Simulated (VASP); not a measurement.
**SnH: single point with PBE**

Crystal: SnH.

```xyz
8
Lattice="4.7258 0.0000 0.0000 -2.3629 4.0926 0.0000 0.0000 0.0000 11.3735" Properties=species:S:1:pos:R:3 pbc="T T T"
Sn    0.0000    0.0000    5.2806
Sn    0.0000    2.7284    0.4062
Sn    2.3629    1.3642    6.0930
Sn    0.0000    0.0000   10.9674
H     0.0000    0.0000    3.5426
H     0.0000    2.7284    2.1440
H     2.3629    1.3642    7.8307
H     0.0000    0.0000    9.2293
```

```yaml
Program: VASP 6.6.1
Task: single point
Functional: PBE
Potentials_or_basis: VASP PAW PBE potentials, release 64 (Sn_d, H)
Cutoff: 520 eV
k_mesh: 6 × 6 × 4
Occupations: gaussian, width 0.1 eV
Spin: no spin polarisation
Dipole_correction: no
Further_INCAR_settings: ALGO = Normal; EDIFF = 1e-06; NBANDS = 40
```

The pressure is -0.1 GPa. The largest force is 0.017 eV/Å and the band gap on the k mesh is 0.18 eV, direct.

Forces on the atoms (eV/Å):
```
Sn   0.000  0.000 -0.017
Sn   0.000  0.000  0.017
Sn   0.000  0.000  0.017
Sn   0.000  0.000 -0.017
H    0.000  0.000  0.017
H    0.000  0.000 -0.017
H    0.000  0.000 -0.017
H    0.000  0.000  0.017
```

Levels at points of the mesh, in eV from the valence-band top:
```
           k point  band 28  band 29  band 30  band 31  band 32  band 33
(0.00, 0.00, 0.00)    -0.03     0.00     0.00     0.18     0.64     3.37
(0.50, 0.00, 0.00)    -2.28    -1.22    -1.16     1.41     1.66     3.05
(0.00, 0.00, 0.50)    -0.02    -0.02    -0.02     0.46     0.46     3.42
(0.50, 0.00, 0.50)    -2.41    -1.19    -1.19     1.59     1.59     3.51
```

It took 3.3 min on 1 thread of Intel(R) Xeon(R) Platinum 8488C (Sapphire Rapids), with other jobs on the host, peak memory 0.4 GiB.

Caveat: spin-orbit coupling is left out, which moves the levels of the heavy elements. A k mesh can miss the band edges.
